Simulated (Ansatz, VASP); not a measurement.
**Two plane-wave programs on TcSe2**

The input INCAR:

```
PREC = Accurate
ENCUT = 520
EDIFF = 1E-6
ISMEAR = 0
SIGMA = 0.05
LREAL = False
LASPH = True
NELM = 100
ALGO = Normal
ISIF = 2
LWAVE = False
LCHARG = False
LMAXMIX = 4
LDAU = True
LDAUTYPE = 2
LDAUL = 2 -1
LDAUU = 4 0
LDAUJ = 0 0
LDAUPRINT = 1
GGA = PE
```

File KPOINTS:

```
regular mesh
0
Gamma
  5 5 5
```

The input POSCAR:

```
TcSe2
1.0
    0.0000000000      3.1457489900      3.1457489900
    3.1457489900      0.0000000000      3.1457489900
    3.1457489900      3.1457489900      0.0000000000
Tc Se
1 2
Direct
    0.0000000000      0.0000000000      0.0000000000
    0.2500000000      0.2500000000      0.2500000000
    0.7500000000      0.7500000000      0.7500000000
```

input.yaml

```yaml
crystal:
  lattice:
    - [0.0, 3.14574899, 3.14574899]
    - [3.14574899, 0.0, 3.14574899]
    - [3.14574899, 3.14574899, 0.0]
  atoms:
    - { symbol: Tc, position: [0.0, 0.0, 0.0] }
    - { symbol: Se, position: [0.25, 0.25, 0.25] }
    - { symbol: Se, position: [0.75, 0.75, 0.75] }
hamiltonian:
  xc: pbe
  pseudopotentials: { kind: paw }
  hubbard: { sites: [{ species: Tc, l: d, u_eff: 4.0 }] }
kpoints:
  mp_grid: { grid: [5, 5, 5] }
scf:
  occupations: { method: gaussian, width: 0.05 }
output:
  forces: true
  stress: true
  eigenvalues: true
```

Alike in both runs: task single point; functional PBE; k mesh 5 × 5 × 5; occupations gaussian, width 0.05 eV; no spin polarisation; Hubbard terms Tc d U = 4 eV.

|  | VASP | Ansatz |
| --- | --- | --- |
| version | VASP 6.6.1 | Ansatz 0.2.0 |
| potentials or method | VASP PAW PBE potentials, release 64 (Tc_pv, Se) | Ansatz PAW earlier set |
| plane-wave cutoff (eV) | 520 | 500 |
| valence electrons in the cell | 25 | 47 |

|  | VASP | Ansatz | Ansatz less VASP |
| --- | --- | --- | --- |
| gap on the k mesh at the Fermi level (eV) | none | none | - |
| pressure (GPa) | -7.1 | -8.1 | -0.96 |

The programs project onto different local orbitals, so the same U acts differently, and such runs can settle in different states. A gap of «none» marks a metal or a gap that the smearing closes. VASP's potentials hold 25 valence electrons a cell and Ansatz's 47, so a difference there can come from the potentials and not from the codes.
